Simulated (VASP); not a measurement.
# NaCl (Imm2) in VASP: notebook

NaCl is run at these levels: PBEsol; tasks: single point.

All numbers are computed with VASP 6.6.1; they aren't measurements. Logs are shortened: lines on timing, memory, paths and dates and some standing lists are left out, and cuts for length are marked.

## (1) The cell of the first run

The structure is orthorhombic, space group Imm2 (No. 44). The conventional cell has a = 4.005 Å, b = 5.663 Å, c = 4.005 Å, α = 90.00°, β = 90.00°, γ = 90.00°. Within 3.5 Å of Na (site symmetry mm2) lie 6 Cl at 2.63 to 3.05 Å. Within 3.5 Å of Cl (site symmetry mm2) lie 6 Na at 2.63 to 3.05 Å.

## (2) Single point, PBEsol (all Cl atoms moved -0.300 Å, as atom 2 along Cartesian [1 -1 0])

Input file INCAR:

```
PREC = Accurate ; ENCUT = 520
EDIFF = 1E-7 ; ISMEAR = 0
SIGMA = 0.05 ; LREAL = F
LASPH = T ; NELM = 80
ALGO = Normal ; ISIF = 2
LWAVE = F ; LCHARG = F
GGA = PS ; NBANDS = 14
```

Input file KPOINTS:

```
regular mesh
0
Gamma
  8 8 8
```

Input file POSCAR:

```
NaCl
1.0
    0.0000000000      2.8317500000      2.8317500000
    2.8317500000      0.0000000000      2.8317500000
    2.8317500000      2.8317500000      0.0000000000
Na Cl
1 1
Direct
    0.0000000000      0.0000000000      0.0000000000
    0.5749119924      0.4250880076      0.5000000000
```

Potentials or basis: VASP PAW PBE potentials, release 64 (Na_pv, Cl).

Command:

```sh
$ cat potpaw_PBE.64/Na_pv/POTCAR potpaw_PBE.64/Cl/POTCAR > POTCAR
$ mpirun -np 1 vasp_std > vasp.out
```

OUTCAR:

```text
PREC = Accurate
   ENCUT = 520
   EDIFF = 1E-7
   ISMEAR = 0
   LREAL = F
   LASPH = T
   NELM = 80
   ISIF = 2
   GGA = PS

 ion  position               nearest neighbor table
   1  0.000  0.000  0.000-   2 2.63   2 2.63
   2  0.575  0.425  0.500-   1 2.63   1 2.63

  LATTYP: Found a face centered cubic cell.
 ALAT       =     5.6635000000

  Lattice vectors:

 A1 = (   0.0000000000,   2.8317500000,   2.8317500000)
 A2 = (   2.8317500000,   0.0000000000,   2.8317500000)
 A3 = (   2.8317500000,   2.8317500000,   0.0000000000)

Analysis of symmetry for initial positions (statically):
=====================================================================
 Subroutine PRICEL returns:
 Original cell was already a primitive cell.

 Routine SETGRP: Setting up the symmetry group for a
 face centered cubic supercell.

 Subroutine GETGRP returns: Found  4 space group operations
 (whereof  4 operations were pure point group operations)
 out of a pool of 48 trial point group operations.

The static configuration has the point symmetry C_2v.

Analysis of symmetry for dynamics (positions and initial velocities):
=====================================================================
 Subroutine PRICEL returns:
 Original cell was already a primitive cell.

 Routine SETGRP: Setting up the symmetry group for a
 face centered cubic supercell.

 Subroutine GETGRP returns: Found  4 space group operations
 (whereof  4 operations were pure point group operations)
 out of a pool of 48 trial point group operations.

The dynamic configuration has the point symmetry C_2v.

 Subroutine INISYM returns: Found  4 space group operations
 (whereof  4 operations are pure point group operations),
 and found     1 'primitive' translations

----------------------------------------------------------------------------------------

                                     Primitive cell

  volume of cell :      45.4145

  direct lattice vectors                    reciprocal lattice vectors
     0.000000000  2.831750000  2.831750000    -0.176569259  0.176569259  0.176569259
     2.831750000  0.000000000  2.831750000     0.176569259 -0.176569259  0.176569259
     2.831750000  2.831750000  0.000000000     0.176569259  0.176569259 -0.176569259

  length of vectors
     4.004699255  4.004699255  4.004699255     0.305826928  0.305826928  0.305826928

  position of ions in fractional coordinates (direct lattice)
     0.000000000  0.000000000  0.000000000
     0.574911992  0.425088008  0.500000000

  ion indices of the primitive-cell ions
   primitive index   ion index
                 1           1
                 2           2

----------------------------------------------------------------------------------------

 KPOINTS: regular mesh

Automatic generation of k-mesh.
 Grid dimensions read from file:
 generate k-points for:    8    8    8

 Generating k-lattice:

  Cartesian coordinates                     Fractional coordinates (reciprocal lattice)
    -0.022071157  0.022071157  0.022071157     0.125000000  0.000000000  0.000000000
     0.022071157 -0.022071157  0.022071157     0.000000000  0.125000000  0.000000000
     0.022071157  0.022071157 -0.022071157     0.000000000  0.000000000  0.125000000

  Length of vectors
     0.038228366  0.038228366  0.038228366

  Shift w.r.t. Gamma in fractional coordinates (k-lattice)
     0.000000000  0.000000000  0.000000000

 Subroutine IBZKPT returns following result:
 ===========================================

 Found     95 irreducible k-points:

 Following reciprocal coordinates:
            Coordinates               Weight
  0.000000  0.000000  0.000000      1.000000
  0.125000  0.000000  0.000000      4.000000
  0.000000  0.000000  0.125000      4.000000
  0.250000  0.000000  0.000000      4.000000
  0.000000  0.000000  0.250000      4.000000
  0.375000  0.000000  0.000000      4.000000
[... 16 lines left out ...]
  0.125000  0.125000 -0.375000      4.000000
 -0.375000  0.125000  0.000000      4.000000
 [... further k-points ...]
   k-points           NKPTS =     95   k-points in BZ     NKDIM =     95   number of bands    NBANDS=     14
   number of dos      NEDOS =    301   number of ions     NIONS =      2
   total plane-waves  NPLWV =  27000
   dimension x,y,z NGX =    30 NGY =   30 NGZ =   30
   dimension x,y,z NGXF=    60 NGYF=   60 NGZF=   60
   ions per type =               1   1
   NGX,Y,Z   is equivalent  to a cutoff of  12.45, 12.45, 12.45 a.u.
   NGXF,Y,Z  is equivalent  to a cutoff of  24.91, 24.91, 24.91 a.u.
 SYSTEM =  unknown system
   PREC   = accura    normal or accurate (medium, high low for compatibility)
   ISTART =      0    job   : 0-new  1-cont  2-samecut
   ICHARG =      2    charge: 1-file 2-atom 10-const
   ISPIN  =      1    spin polarized calculation?
   LNONCOLLINEAR =      F non collinear calculations
   LSORBIT =      F    spin-orbit coupling
   LASPH  =      T    aspherical Exc in radial PAW
   ENCUT  =  520.0 eV  38.22 Ry    6.18 a.u.   7.45  7.45  7.45*2*pi/ulx,y,z
   NELM   =     80;   NELMIN=  2; NELMDL= -5     # of ELM steps
   EDIFF  = 0.1E-06   stopping-criterion for ELM
   LREAL  =      F    real-space projection
   EDIFFG = 0.1E-05   stopping-criterion for IOM
   NSW    =      0    number of steps for IOM
   IBRION =     -1    ionic relax: 0-MD 1-quasi-New 2-CG
   NFREE  =      0    steps in history (QN), initial steepest desc. (CG)
   ISIF   =      2    stress and relaxation
   ISYM   =      2    0-nonsym 1-usesym 2-fastsym
   POTIM  = 0.5000    time-step for ionic-motion
   TEBEG  =    0.0;   TEEND  =   0.0 temperature during run
   PSTRESS=    0.0 pullay stress
   NELECT =      14.0000    total number of electrons
   NUPDOWN=      -1.0000    fix difference up-down
   EMIN   =  10.00;   EMAX   =-10.00  energy-range for DOS
   EFERMI =   0.00;   METHOD = LEGACY
   ISMEAR =     0;   SIGMA  =   0.05  broadening in eV -4-tet -1-fermi 0-gaus
   EFERMI_NEDOS =   21; number of points for ismear=-14 and -15
   IALGO  =     38    algorithm
   IMIX   =      4    mixing-type and parameters
     AMIX     =   0.40;   BMIX     =  1.00
     AMIX_MAG =   1.60;   BMIX_MAG =  1.00
  volume/ion in A,a.u.               =      22.71       153.24
  Fermi-wavevector in a.u.,A,eV,Ry     =   1.105909  2.089864 16.640388  1.223034
  Thomas-Fermi vector in A             =   2.242402
   LORBIT       =      0    0 simple, 1 ext, 2 COOP (PROOUT), +10 PAW based schemes
   GGA     = PS    functional components
   LHFCALC =     F    Hartree Fock is set to
   AEXX    =    0.0000 exact exchange contribution
   IVDW    =     0    specifies the selected vdW correction
   LEPSILON=     F    determine dielectric tensor
   LRPA    =     F    only Hartree local field effects (RPA)
 non-spin polarized calculation
 Gauss-broadening in eV      SIGMA  =   0.05
  energy-cutoff  :      520.00
  volume of cell :       45.41
 maximum number of plane-waves:      1243
 NGX is ok and might be reduce to    30
   NGX = 15   NGY = 15   NGZ = 15

 number of electron      13.9999995 magnetization

 Free energy of the ion-electron system (eV)
  ---------------------------------------------------
  ext. energy  EPLUGINS =         0.00000000
  ---------------------------------------------------
  free energy    TOTEN  =        -6.93732219 eV

  energy without entropy =       -6.93732219  energy(sigma->0) =       -6.93732219

 E-fermi :  -0.6512     XC(G=0):  -8.2611

 val. band max:       -0.8659633621   @ k =   0.0000   0.0000   0.0000
 cond. band min:       4.0333650242   @ k =   0.0000   0.0000   0.0000
 fundamental gap:      4.8993283863
 Fermi energy:        -0.6511901621

 k-point     1 :       0.0000    0.0000    0.0000
  band No.  band energies     occupation
      1     -21.5081      2.00000
      2     -21.5022      2.00000
      3     -21.5018      2.00000
      4     -13.4827      2.00000
      5      -0.9038      2.00000
      6      -0.8690      2.00000
      7      -0.8660      2.00000
      8       4.0334      0.00000
      9      10.1102      0.00000
     10      10.1658      0.00000
     11      10.2307      0.00000
     12      12.3976      0.00000
     13      12.4748      0.00000
     14      13.6054      0.00000

 k-point     2 :       0.1250    0.0000    0.0000
  band No.  band energies     occupation
      1     -21.5116      2.00000
      2     -21.5029      2.00000
      3     -21.5026      2.00000
      4     -13.4367      2.00000
      5      -1.2376      2.00000
      6      -0.9430      2.00000
      7      -0.9062      2.00000
      8       4.5316      0.00000
      9       9.6056      0.00000
     10      10.2982      0.00000
     11      10.3703      0.00000
     12      12.1171      0.00000
     13      12.1683      0.00000
     14      14.5885      0.00000

 k-point     3 :       0.0000    0.0000    0.1250
  band No.  band energies     occupation
      1     -21.5092      2.00000
      2     -21.5059      2.00000
      3     -21.5023      2.00000
      4     -13.4361      2.00000
      5      -1.2611      2.00000
      6      -0.9183      2.00000
      7      -0.9017      2.00000
      8       4.5266      0.00000
      9       9.5427      0.00000
     10      10.3310      0.00000
     11      10.4105      0.00000
     12      12.1025      0.00000
     13      12.2105      0.00000
     14      14.5275      0.00000

 k-point     4 :       0.2500    0.0000    0.0000
  band No.  band energies     occupation
      1     -21.5212      2.00000
      2     -21.5043      2.00000
      3     -21.5034      2.00000
      4     -13.3227      2.00000
      5      -1.9628      2.00000
      6      -1.0346      2.00000
      7      -0.9967      2.00000
      8       5.5138      0.00000
      9       8.9716      0.00000
     10      10.4035      0.00000
     11      10.4435      0.00000
     12      12.3085      0.00000
     13      12.3119      0.00000
     14      14.4998      0.00000

 k-point     5 :       0.0000    0.0000    0.2500
  band No.  band energies     occupation
      1     -21.5185      2.00000
      2     -21.5084      2.00000
      3     -21.5032      2.00000
      4     -13.3206      2.00000
      5      -1.9813      2.00000
      6      -1.0082      2.00000
      7      -0.9887      2.00000
      8       5.4959      0.00000
      9       8.9241      0.00000
     10      10.4097      0.00000
     11      10.4944      0.00000
[... 276 lines left out ...]
 k-point    22 :       0.1250    0.0000    0.5000
  band No.  band energies     occupation
      1     -21.5314      2.00000
      2     -21.5113      2.00000
      3     -21.5056      2.00000
      4     -13.1423      2.00000
      5      -2.6812      2.00000
      6      -1.2989      2.00000
      7      -1.1757      2.00000
      8       6.5730      0.00000
      9       8.9244      0.00000
     10       9.6890      0.00000
     11      10.3750      0.00000
     12      13.8656      0.00000
     13      14.8932      0.00000
     14      15.2275      0.00000

 k-point    23 :       0.1250    0.1250   -0.3750
  band No.  band energies     occupation
      1     -21.5310      2.00000
      2     -21.5105      2.00000
      3     -21.5065      2.00000
      4     -13.1426      2.00000
      5      -2.6807      2.00000
      6      -1.3162      2.00000
      7      -1.1606      2.00000
      8       6.5753      0.00000
      9       8.9506      0.00000
     10       9.5440      0.00000
     11      10.5389      0.00000
     12      13.7547      0.00000
     13      14.8368      0.00000
     14      15.4309      0.00000

 k-point    24 :      -0.3750    0.1250    0.0000
  band No.  band energies     occupation
      1     -21.5322      2.00000
      2     -21.5078      2.00000
      3     -21.5045      2.00000
      4     -13.1617      2.00000
      5      -2.5975      2.00000
      6      -1.3377      2.00000
      7      -1.1590      2.00000
      8       6.5964      0.00000
      9       9.0152      0.00000
     10       9.6176      0.00000
     11      10.3096      0.00000
     12      13.4078      0.00000
     13      14.7421      0.00000
     14      15.0406      0.00000

 [... further k-points ...]
[... 5 lines left out ...]
  --------------------------------------------------------------------------------------
  -------------------------------------------------------------------------------------
  Total        0.1992416      0.1992416     -0.2662442      0.1085819      0.0000000      0.0000000
  in kB        7.0290388      7.0290388     -9.3928202      3.8306569      0.0000000      0.0000000
  external PRESSURE =       1.5550858 kB  Pullay stress =       0.0000000 kB

 VOLUME and BASIS-vectors are now :
 -----------------------------------------------------------------------------
  energy-cutoff  :      520.00
  volume of cell :       45.41
      direct lattice vectors                 reciprocal lattice vectors
     0.000000000  2.831750000  2.831750000    -0.176569259  0.176569259  0.176569259
     2.831750000  0.000000000  2.831750000     0.176569259 -0.176569259  0.176569259
     2.831750000  2.831750000  0.000000000     0.176569259  0.176569259 -0.176569259

 POSITION                                       TOTAL-FORCE (eV/Angst)
 -----------------------------------------------------------------------------------
      0.00000      0.00000      0.00000        -0.286140      0.286140      0.000000
      2.61962      3.04388      2.83175         0.286140     -0.286140      0.000000
 -----------------------------------------------------------------------------------
    total drift:                               -0.000013      0.000013     -0.000000

  FREE ENERGIE OF THE ION-ELECTRON SYSTEM (eV)
  ---------------------------------------------------
  free  energy   TOTEN  =        -6.9373221920 eV

  energy  without entropy=       -6.9373221920  energy(sigma->0) =       -6.93732219
```

Run time: 59 s. Hardware: 1 thread of AMD EPYC 7R43 (Zen 3), shared host; peak memory 0.16 GiB.

Results:

| Item | Value |
| --- | --- |
| Free energy | -6.9373 eV |
| Pressure | 0.2 GPa |
| Largest force | 0.405 eV/Å |
| Band gap on the k mesh | 4.90 eV, direct |

Forces on the atoms (eV/Å):
```
Na  -0.286  0.286  0.000
Cl   0.286 -0.286  0.000
```

Stress tensor (GPa, compression positive):
```
 0.70  0.38  0.00
 0.38  0.70  0.00
 0.00  0.00 -0.94
```

Levels at points of the mesh, in eV from the valence-band top:
```
           k point  band 3  band 4  band 5  band 6  band 7  band 8  band 9  band 10  band 11  band 12
(0.00, 0.00, 0.00)  -20.64  -12.62   -0.04    0.00    0.00    4.90   10.98    11.03    11.10    13.26
(0.50, 0.00, 0.00)  -20.64  -12.29   -1.92   -0.29   -0.25    7.10   10.26    10.86    10.97    14.69
(0.00, 0.00, 0.50)  -20.64  -12.28   -1.93   -0.26   -0.24    7.06   10.16    10.84    11.16    14.57
(0.50, 0.50, 0.00)  -20.64  -12.24   -1.66   -0.62   -0.59    7.39    7.95    11.06    14.41    14.68
(0.00, 0.50, 0.50)  -20.64  -12.23   -1.66   -0.60   -0.60    7.38    7.93    11.06    14.52    14.57
```

Caveat: the cell differs from its parent crystal (all Cl atoms moved -0.300 Å, as atom 2 along Cartesian [1 -1 0]); the PAW data sets were made with another functional, which shifts forces and pressure a little.

## (3) Single point, PBEsol (all Cl atoms moved +0.225 Å, as atom 2 along Cartesian [1 -1 0])

Input file INCAR:

```
PREC     = Accurate       # precision mode
ENCUT    = 520            # plane-wave cutoff, eV
EDIFF    = 1E-6           # SCF threshold, eV
ISMEAR   = 0              # smearing method
SIGMA    = 0.05           # smearing width, eV
LREAL    = False          # projectors in reciprocal space
LASPH    = True           # aspherical terms in the spheres
NELM     = 60             # most SCF steps
ALGO     = Normal         # electronic algorithm
ISIF     = 2              # what is computed and relaxed
LWAVE    = False          # write WAVECAR
LCHARG   = False          # write CHGCAR
GGA      = PS             # functional
NBANDS   = 14             # bands
```

Input file KPOINTS:

```
Automatic mesh
0
Gamma
  8 8 8
```

POSCAR: that of step 2 with these lines changed.

```diff
@@ -9,2 +9,2 @@
     0.0000000000      0.0000000000      0.0000000000
-    0.5749119924      0.4250880076      0.5000000000
+    0.4438160057      0.5561839943      0.5000000000
```

Potentials or basis: VASP PAW PBE potentials, release 64 (Na_pv, Cl).

Command:

```sh
$ cat potpaw_PBE.64/Na_pv/POTCAR potpaw_PBE.64/Cl/POTCAR > POTCAR
$ mpirun -np 1 vasp_std > vasp.out
```

Run time: 48 s. Hardware: 1 thread of AMD EPYC 7R43 (Zen 3), shared host; peak memory 0.16 GiB.

It converged, with:

```
Free energy            : -6.9633 eV
Pressure               : -0.3 GPa
Largest force          : 0.291 eV/Å
Band gap on the k mesh : 4.89 eV, direct
```

Forces on the atoms (eV/Å):
```
Na   0.206 -0.206  0.000
Cl  -0.206  0.206  0.000
```

Stress tensor (GPa, compression positive):
```
 0.06  0.20  0.00
 0.20  0.06  0.00
 0.00  0.00 -0.87
```

Levels at points of the mesh, in eV from the valence-band top:
| k point | band 3 | band 4 | band 5 | band 6 | band 7 | band 8 | band 9 | band 10 | band 11 | band 12 |
| --- | --- | --- | --- | --- | --- | --- | --- | --- | --- | --- |
| (0.00, 0.00, 0.00) | -20.65 | -12.62 | -0.02 | 0.00 | 0.00 | 4.89 | 10.98 | 11.01 | 11.05 | 13.23 |
| (0.50, 0.00, 0.00) | -20.66 | -12.29 | -1.92 | -0.28 | -0.26 | 7.08 | 10.31 | 10.85 | 10.92 | 14.71 |
| (0.00, 0.00, 0.50) | -20.66 | -12.28 | -1.93 | -0.26 | -0.25 | 7.06 | 10.23 | 10.84 | 11.05 | 14.64 |
| (0.50, 0.50, 0.00) | -20.66 | -12.24 | -1.67 | -0.61 | -0.59 | 7.39 | 7.93 | 11.05 | 14.45 | 14.61 |
| (0.00, 0.50, 0.50) | -20.66 | -12.23 | -1.67 | -0.60 | -0.60 | 7.39 | 7.92 | 11.05 | 14.51 | 14.54 |

Caveat: the cell differs from its parent crystal (all Cl atoms moved +0.225 Å, as atom 2 along Cartesian [1 -1 0]); the PAW data sets were made with another functional, which shifts forces and pressure a little. A k mesh can miss the band edges.

[end of part 1 of 2]
